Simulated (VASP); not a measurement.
# Sr (Fm-3m) in VASP: notebook, part 2 of 2

VASP 6.6.1.

### 3 Single point, BLYP (58.57 Å³/atom)

This run uses another cell than the first one, of 58.57 Å³/atom.

The input, INCAR:

```
SYSTEM = Sr
AGGAC = 1.0
AGGAX = 1.0
ALDAC = 0.0
ALDAX = 1.0
ALGO = Normal
EDIFF = 1E-7
ENCUT = 520
GGA = B5
ISIF = 2
ISMEAR = -1
LASPH = .True.
LCHARG = .False.
LREAL = .False.
LWAVE = .False.
NBANDS = 11
NELM = 100
PREC = Accurate
SIGMA = 0.1
```

The input, KPOINTS:

```
k-points
0
Gamma
  15 15 15
  0 0 0
```

The input, POSCAR:

```
Sr
1.0
    0.0000000000      3.0823855122      3.0823855122
    3.0823855122      0.0000000000      3.0823855122
    3.0823855122      3.0823855122      0.0000000000
Sr
1
Direct
    0.0000000000      0.0000000000      0.0000000000
```

Potentials or basis: VASP PAW PBE potentials, release 64 (Sr_sv).

The run is started by

```bash
cat potpaw_PBE.64/Sr_sv/POTCAR > POTCAR
mpirun -np 1 vasp_std > vasp.out
```

OUTCAR:

```text
SYSTEM = Sr
   EDIFF = 1E-7
   ENCUT = 520
   GGA = B5
   ISIF = 2
   ISMEAR = -1
   LASPH = .True.
   LREAL = .False.
   NELM = 100
   PREC = Accurate

 ion  position               nearest neighbor table
   1  0.000  0.000  0.000-

  LATTYP: Found a face centered cubic cell.
 ALAT       =     6.1647710244

  Lattice vectors:

 A1 = (   0.0000000000,   3.0823855122,   3.0823855122)
 A2 = (   3.0823855122,   0.0000000000,   3.0823855122)
 A3 = (   3.0823855122,   3.0823855122,   0.0000000000)

Analysis of symmetry for initial positions (statically):
=====================================================================
 Subroutine PRICEL returns:
 Original cell was already a primitive cell.

 Routine SETGRP: Setting up the symmetry group for a
 face centered cubic supercell.

 Subroutine GETGRP returns: Found 48 space group operations
 (whereof 48 operations were pure point group operations)
 out of a pool of 48 trial point group operations.

The static configuration has the point symmetry O_h .

Analysis of symmetry for dynamics (positions and initial velocities):
=====================================================================
 Subroutine PRICEL returns:
 Original cell was already a primitive cell.

 Routine SETGRP: Setting up the symmetry group for a
 face centered cubic supercell.

 Subroutine GETGRP returns: Found 48 space group operations
 (whereof 48 operations were pure point group operations)
 out of a pool of 48 trial point group operations.

The dynamic configuration has the point symmetry O_h .

 Subroutine INISYM returns: Found 48 space group operations
 (whereof 48 operations are pure point group operations),
 and found     1 'primitive' translations

----------------------------------------------------------------------------------------

                                     Primitive cell

  volume of cell :      58.5721

[... 104 lines left out ...]
   IMIX   =      4    mixing-type and parameters
     AMIX     =   0.40;   BMIX     =  1.00
     AMIX_MAG =   1.60;   BMIX_MAG =  1.00
  volume/ion in A,a.u.               =      58.57       395.26
  Fermi-wavevector in a.u.,A,eV,Ry     =   0.908192  1.716235 11.222269  0.824813
  Thomas-Fermi vector in A             =   2.032090
   LORBIT       =      0    0 simple, 1 ext, 2 COOP (PROOUT), +10 PAW based schemes
   GGA     = B5    functional components
   LHFCALC =     F    Hartree Fock is set to
   AEXX    =    0.0000 exact exchange contribution
   IVDW    =     0    specifies the selected vdW correction
   LEPSILON=     F    determine dielectric tensor
   LRPA    =     F    only Hartree local field effects (RPA)
 non-spin polarized calculation
  energy-cutoff  :      520.00
  volume of cell :       58.57
 maximum number of plane-waves:      1596
   NGX = 17   NGY = 17   NGZ = 17

 number of electron      10.0000000 magnetization

 Free energy of the ion-electron system (eV)
  ---------------------------------------------------
  ext. energy  EPLUGINS =         0.00000000
  ---------------------------------------------------
  free energy    TOTEN  =        -0.95120041 eV

  energy without entropy =       -0.90714022  energy(sigma->0) =       -0.92917031

 E-fermi :   1.8244     XC(G=0):  -6.7138

 val. band max:        1.8073619169   @ k =  -0.3333   0.4000   0.2000
 cond. band min:       1.8352480722   @ k =  -0.3333   0.4000   0.0667
 fundamental gap:      0.0278861554
 Fermi energy:         1.8244458952

 k-point     1 :       0.0000    0.0000    0.0000
  band No.  band energies     occupation
      1     -34.9893      2.00000
      2     -16.9489      2.00000
      3     -16.9489      2.00000
      4     -16.9489      2.00000
      5      -1.6895      2.00000
      6       3.9311      0.00000
      7       3.9311      0.00000
      8       3.9311      0.00000
      9       5.2287      0.00000
     10       5.2287      0.00000
     11       8.8887      0.00000
[... 309 lines left out ...]
 k-point    24 :       0.2000    0.1333    0.0000
  band No.  band energies     occupation
      1     -34.9856      2.00000
      2     -16.9928      2.00000
      3     -16.9633      2.00000
      4     -16.9620      2.00000
      5      -1.0962      2.00000
      6       3.2825      0.00000
      7       4.1456      0.00000
      8       4.1997      0.00000
      9       4.5397      0.00000
     10       5.4227      0.00000
     11       9.6513      0.00000

 [... further k-points ...]
[... 5 lines left out ...]
  --------------------------------------------------------------------------------------
  -------------------------------------------------------------------------------------
  Total       -0.1347929     -0.1347929     -0.1347929      0.0000000      0.0000000      0.0000000
  in kB       -3.6871151     -3.6871151     -3.6871151      0.0000000      0.0000000      0.0000000
  external PRESSURE =      -3.6871151 kB  Pullay stress =       0.0000000 kB

 VOLUME and BASIS-vectors are now :
 -----------------------------------------------------------------------------
  energy-cutoff  :      520.00
  volume of cell :       58.57
      direct lattice vectors                 reciprocal lattice vectors
     0.000000000  3.082385512  3.082385512    -0.162212026  0.162212026  0.162212026
     3.082385512  0.000000000  3.082385512     0.162212026 -0.162212026  0.162212026
     3.082385512  3.082385512  0.000000000     0.162212026  0.162212026 -0.162212026

 POSITION                                       TOTAL-FORCE (eV/Angst)
 -----------------------------------------------------------------------------------
      0.00000      0.00000      0.00000         0.000000      0.000000     -0.000000
 -----------------------------------------------------------------------------------
    total drift:                                0.000000      0.000000      0.000000

  FREE ENERGIE OF THE ION-ELECTRON SYSTEM (eV)
  ---------------------------------------------------
  free  energy   TOTEN  =        -0.9512004063 eV

  energy  without entropy=       -0.9071402224  energy(sigma->0) =       -0.92917031
```

It took 1.7 min on 1 thread of AMD EPYC 7R43 (Zen 3), shared host; peak memory 0.18 GiB.

What came out:

```yaml
Free_energy: -0.9512 eV
Pressure: -0.4 GPa
Band_gap_on_the_k_mesh: zero (bands 5 and 6 overlap by 0.03 eV)
```

Caveat: the PAW data sets were made with another functional, which shifts forces and pressure a little.

### 4 Single point, BLYP (60.82 Å³/atom)

This run uses another cell than the first one, of 60.82 Å³/atom.

The input, INCAR:

```
SYSTEM = Sr
PREC = Accurate
ENCUT = 520
EDIFF = 1E-6
ISMEAR = -1
SIGMA = 0.1
LREAL = .False.
LASPH = .True.
NELM = 100
ALGO = Normal
ISIF = 2
LWAVE = .False.
LCHARG = .False.
GGA = B5
ALDAX = 1.0
AGGAX = 1.0
AGGAC = 1.0
ALDAC = 0.0
NBANDS = 11
```

The input, KPOINTS:

```
regular mesh
0
Gamma
  15 15 15
  0 0 0
```

The input, POSCAR:

```
Sr
1.0
    0.0000000000      3.1214071928      3.1214071928
    3.1214071928      0.0000000000      3.1214071928
    3.1214071928      3.1214071928      0.0000000000
Sr
1
Direct
    0.0000000000      0.0000000000      0.0000000000
```

Potentials or basis: VASP PAW PBE potentials, release 64 (Sr_sv).

The run is started by

```bash
cat potpaw_PBE.64/Sr_sv/POTCAR > POTCAR
mpirun -np 1 vasp_std > vasp.out
```

OUTCAR:

```text
SYSTEM = Sr
   PREC = Accurate
   ENCUT = 520
   EDIFF = 1E-6
   ISMEAR = -1
   LREAL = .False.
   LASPH = .True.
   NELM = 100
   ISIF = 2
   GGA = B5

 ion  position               nearest neighbor table
   1  0.000  0.000  0.000-

  LATTYP: Found a face centered cubic cell.
 ALAT       =     6.2428143856

  Lattice vectors:

 A1 = (   0.0000000000,   3.1214071928,   3.1214071928)
 A2 = (   3.1214071928,   0.0000000000,   3.1214071928)
 A3 = (   3.1214071928,   3.1214071928,   0.0000000000)

Analysis of symmetry for initial positions (statically):
=====================================================================
 Subroutine PRICEL returns:
 Original cell was already a primitive cell.

 Routine SETGRP: Setting up the symmetry group for a
 face centered cubic supercell.

 Subroutine GETGRP returns: Found 48 space group operations
 (whereof 48 operations were pure point group operations)
 out of a pool of 48 trial point group operations.

The static configuration has the point symmetry O_h .

Analysis of symmetry for dynamics (positions and initial velocities):
=====================================================================
 Subroutine PRICEL returns:
 Original cell was already a primitive cell.
[... 158 lines left out ...]
 fundamental gap:      0.0453833788
 Fermi energy:         1.6997600958

 k-point     1 :       0.0000    0.0000    0.0000
  band No.  band energies     occupation
      1     -35.1835      2.00000
      2     -17.1474      2.00000
      3     -17.1474      2.00000
      4     -17.1474      2.00000
      5      -1.7561      2.00000
      6       3.7638      0.00000
      7       3.7638      0.00000
      8       3.7638      0.00000
      9       5.0074      0.00000
     10       5.0074      0.00000
     11       8.6483      0.00000
[... 309 lines left out ...]
 k-point    24 :       0.2000    0.1333    0.0000
  band No.  band energies     occupation
      1     -35.1805      2.00000
      2     -17.1854      2.00000
      3     -17.1599      2.00000
      4     -17.1588      2.00000
      5      -1.1821      2.00000
      6       3.1409      0.00000
      7       3.9698      0.00000
      8       4.0198      0.00000
      9       4.3514      0.00000
     10       5.1937      0.00000
     11       9.3245      0.00000

 [... further k-points ...]
[... 5 lines left out ...]
  --------------------------------------------------------------------------------------
  -------------------------------------------------------------------------------------
  Total       -0.2621550     -0.2621550     -0.2621550      0.0000000      0.0000000     -0.0000000
  in kB       -6.9053769     -6.9053769     -6.9053769      0.0000000      0.0000000     -0.0000000
  external PRESSURE =      -6.9053769 kB  Pullay stress =       0.0000000 kB

 VOLUME and BASIS-vectors are now :
 -----------------------------------------------------------------------------
  energy-cutoff  :      520.00
  volume of cell :       60.82
      direct lattice vectors                 reciprocal lattice vectors
     0.000000000  3.121407193  3.121407193    -0.160184163  0.160184163  0.160184163
     3.121407193  0.000000000  3.121407193     0.160184163 -0.160184163  0.160184163
     3.121407193  3.121407193  0.000000000     0.160184163  0.160184163 -0.160184163

 POSITION                                       TOTAL-FORCE (eV/Angst)
 -----------------------------------------------------------------------------------
      0.00000      0.00000      0.00000        -0.000000     -0.000000     -0.000000
 -----------------------------------------------------------------------------------
    total drift:                               -0.000000     -0.000000     -0.000000

  FREE ENERGIE OF THE ION-ELECTRON SYSTEM (eV)
  ---------------------------------------------------
  free  energy   TOTEN  =        -0.9438197380 eV

  energy  without entropy=       -0.8988746354  energy(sigma->0) =       -0.92134719
```

Run time: 2 min. Hardware: 1 thread of AMD EPYC 7R43 (Zen 3), shared host; peak memory 0.21 GiB.

Results:

```yaml
Free_energy: -0.9438 eV
Pressure: -0.7 GPa
Band_gap_on_the_k_mesh: zero (bands 5 and 6 overlap by 0.06 eV)
```

Levels at points of the mesh, in eV from the Fermi level:
```tsv
k point	band 2	band 3	band 4	band 5	band 6	band 7	band 8	band 9
(0.00, 0.00, 0.00)	-18.85	-18.85	-18.85	-3.46	2.06	2.06	2.06	3.31
```

Caveat: the PAW data sets were made with another functional, which shifts forces and pressure a little.

### 5 Single point, BLYP (63.08 Å³/atom)

This run uses another cell than the first one, of 63.08 Å³/atom.

The input, INCAR:

```
PREC     = Accurate       # precision mode
ENCUT    = 520            # plane-wave cutoff, eV
EDIFF    = 1E-7           # SCF threshold, eV
ISMEAR   = -1             # smearing method
SIGMA    = 0.1            # smearing width, eV
LREAL    = F              # projectors in reciprocal space
LASPH    = T              # aspherical terms in the spheres
NELM     = 60             # most SCF steps
ALGO     = Normal         # electronic algorithm
ISIF     = 2              # what is computed and relaxed
LWAVE    = F              # write WAVECAR
LCHARG   = T              # write CHGCAR
GGA      = B5             # functional
ALDAX    = 1.0          
AGGAX    = 1.0          
AGGAC    = 1.0          
ALDAC    = 0.0          
LELF     = T              # ELF
LVHAR    = T            
NBANDS   = 11             # bands
```

The input, KPOINTS:

```
Automatic mesh
0
Gamma
  15 15 15
```

The input, POSCAR:

```
Sr
1.0
    0.0000000000      3.1594768862      3.1594768862
    3.1594768862      0.0000000000      3.1594768862
    3.1594768862      3.1594768862      0.0000000000
Sr
1
Direct
    0.0000000000      0.0000000000      0.0000000000
```

Potentials or basis: VASP PAW PBE potentials, release 64 (Sr_sv).

The run is started by

```bash
cat potpaw_PBE.64/Sr_sv/POTCAR > POTCAR
mpirun -np 1 vasp_std > vasp.out
```

OUTCAR:

```text
PREC = Accurate
   ENCUT = 520
   EDIFF = 1E-7
   ISMEAR = -1
   LREAL = F
   LASPH = T
   NELM = 60
   ISIF = 2
   GGA = B5

 ion  position               nearest neighbor table
   1  0.000  0.000  0.000-

  LATTYP: Found a face centered cubic cell.
 ALAT       =     6.3189537724

  Lattice vectors:

 A1 = (   0.0000000000,   3.1594768862,   3.1594768862)
 A2 = (   3.1594768862,   0.0000000000,   3.1594768862)
 A3 = (   3.1594768862,   3.1594768862,   0.0000000000)

Analysis of symmetry for initial positions (statically):
=====================================================================
 Subroutine PRICEL returns:
 Original cell was already a primitive cell.

 Routine SETGRP: Setting up the symmetry group for a
 face centered cubic supercell.

 Subroutine GETGRP returns: Found 48 space group operations
 (whereof 48 operations were pure point group operations)
 out of a pool of 48 trial point group operations.

The static configuration has the point symmetry O_h .

Analysis of symmetry for dynamics (positions and initial velocities):
=====================================================================
 Subroutine PRICEL returns:
 Original cell was already a primitive cell.

 Routine SETGRP: Setting up the symmetry group for a
 face centered cubic supercell.

 Subroutine GETGRP returns: Found 48 space group operations
 (whereof 48 operations were pure point group operations)
 out of a pool of 48 trial point group operations.

The dynamic configuration has the point symmetry O_h .

 Subroutine INISYM returns: Found 48 space group operations
 (whereof 48 operations are pure point group operations),
 and found     1 'primitive' translations

----------------------------------------------------------------------------------------

                                     Primitive cell

  volume of cell :      63.0777

[... 105 lines left out ...]
     AMIX     =   0.40;   BMIX     =  1.00
     AMIX_MAG =   1.60;   BMIX_MAG =  1.00
  volume/ion in A,a.u.               =      63.08       425.67
  Fermi-wavevector in a.u.,A,eV,Ry     =   0.886032  1.674359 10.681302  0.785054
  Thomas-Fermi vector in A             =   2.007145
   LORBIT       =      0    0 simple, 1 ext, 2 COOP (PROOUT), +10 PAW based schemes
   GGA     = B5    functional components
   LHFCALC =     F    Hartree Fock is set to
   AEXX    =    0.0000 exact exchange contribution
   IVDW    =     0    specifies the selected vdW correction
   LEPSILON=     F    determine dielectric tensor
   LRPA    =     F    only Hartree local field effects (RPA)
 non-spin polarized calculation
  energy-cutoff  :      520.00
  volume of cell :       63.08
 maximum number of plane-waves:      1721
 NGX is ok and might be reduce to    36
   NGX = 17   NGY = 17   NGZ = 17

 number of electron      10.0000000 magnetization

 Free energy of the ion-electron system (eV)
  ---------------------------------------------------
  ext. energy  EPLUGINS =         0.00000000
  ---------------------------------------------------
  free energy    TOTEN  =        -0.93228561 eV

  energy without entropy =       -0.88665964  energy(sigma->0) =       -0.90947262

 E-fermi :   1.5835     XC(G=0):  -6.4996

 val. band max:        1.5832257963   @ k =  -0.3333   0.4667   0.2000
 cond. band min:       1.6371405147   @ k =  -0.4667   0.1333   0.0000
 fundamental gap:      0.0539147184
 Fermi energy:         1.5834594260

 k-point     1 :       0.0000    0.0000    0.0000
  band No.  band energies     occupation
      1     -35.3670      2.00000
      2     -17.3340      2.00000
      3     -17.3340      2.00000
      4     -17.3340      2.00000
      5      -1.8163      2.00000
      6       3.6060      0.00000
      7       3.6060      0.00000
      8       3.6060      0.00000
      9       4.7995      0.00000
     10       4.7995      0.00000
     11       8.4237      0.00000
[... 309 lines left out ...]
 k-point    24 :       0.2000    0.1333    0.0000
  band No.  band energies     occupation
      1     -35.3645      2.00000
      2     -17.3672      2.00000
      3     -17.3451      2.00000
      4     -17.3441      2.00000
      5      -1.2602      2.00000
      6       3.0074      0.00000
      7       3.8043      0.00000
      8       3.8505      0.00000
      9       4.1743      0.00000
     10       4.9786      0.00000
     11       9.0128      0.00000

 [... further k-points ...]
[... 5 lines left out ...]
  --------------------------------------------------------------------------------------
  -------------------------------------------------------------------------------------
  Total       -0.3777630     -0.3777630     -0.3777630      0.0000000      0.0000000      0.0000000
  in kB       -9.5952099     -9.5952099     -9.5952099      0.0000000      0.0000000      0.0000000
  external PRESSURE =      -9.5952099 kB  Pullay stress =       0.0000000 kB

 VOLUME and BASIS-vectors are now :
 -----------------------------------------------------------------------------
  energy-cutoff  :      520.00
  volume of cell :       63.08
      direct lattice vectors                 reciprocal lattice vectors
     0.000000000  3.159476886  3.159476886    -0.158254046  0.158254046  0.158254046
     3.159476886  0.000000000  3.159476886     0.158254046 -0.158254046  0.158254046
     3.159476886  3.159476886  0.000000000     0.158254046  0.158254046 -0.158254046

 POSITION                                       TOTAL-FORCE (eV/Angst)
 -----------------------------------------------------------------------------------
      0.00000      0.00000      0.00000         0.000000      0.000000     -0.000000
 -----------------------------------------------------------------------------------
    total drift:                               -0.000000     -0.000000     -0.000000

  FREE ENERGIE OF THE ION-ELECTRON SYSTEM (eV)
  ---------------------------------------------------
  free  energy   TOTEN  =        -0.9322856074 eV

  energy  without entropy=       -0.8866596426  energy(sigma->0) =       -0.90947262
```

stdout:

```text
POSCAR found type information on POSCAR Sr
 POSCAR found :  1 types and       1 ions
 scaLAPACK will be used
 -----------------------------------------------------------------------------
|                                                                             |
|                                                                             |
|     You enforced a specific xc type in the INCAR file but a different       |
|     I HOPE YOU KNOW WHAT YOU ARE DOING!                                     |
|                                                                             |
 -----------------------------------------------------------------------------

 LDA part: xc-table for (Slater(with rela. corr.)+VWN5), standard interpolation
 POSCAR, INCAR and KPOINTS ok, starting setup
 FFT: planning ... GRIDC
 FFT: planning ... GRID_SOFT
 FFT: planning ... GRID
 WAVECAR not read
 entering main loop
```

Wall time 2.4 min (1 thread of AMD EPYC 7R43 (Zen 3), shared host); peak memory 0.2 GiB.

Results:

```yaml
Free_energy: -0.9323 eV
Pressure: -1.0 GPa
Band_gap_on_the_k_mesh: zero (bands 5 and 6 overlap by 0.09 eV)
```

Levels at points of the mesh, in eV from the Fermi level:
```csv
k point,band 2,band 3,band 4,band 5,band 6,band 7,band 8,band 9
"(0.00, 0.00, 0.00)",-18.92,-18.92,-18.92,-3.40,2.02,2.02,2.02,3.22
```

Caveat: the PAW data sets were made with another functional, which shifts forces and pressure a little.

### 6 Summary

```csv
cell,gap on the mesh (eV),pressure (GPa)
"a = 4.303 Å, angles 60.0°, 1 atom",-,0.0
"a = 4.359 Å, angles 60.0°, 1 atom",none,-0.4
"a = 4.414 Å, angles 60.0°, 1 atom",none,-0.7
"a = 4.468 Å, angles 60.0°, 1 atom",none,-1.0
```

Alike in all rows: task single point; level BLYP; potentials or basis VASP PAW PBE potentials, release 64 (Sr_sv); no spin polarisation; k mesh 15 × 15 × 15; cutoff (eV) 520; smearing fermi-dirac 0.1 eV.

Caveats: the PAW data sets were made with another functional, which shifts forces and pressure a little.

Absolute energies hang on the potentials; compare differences alone.
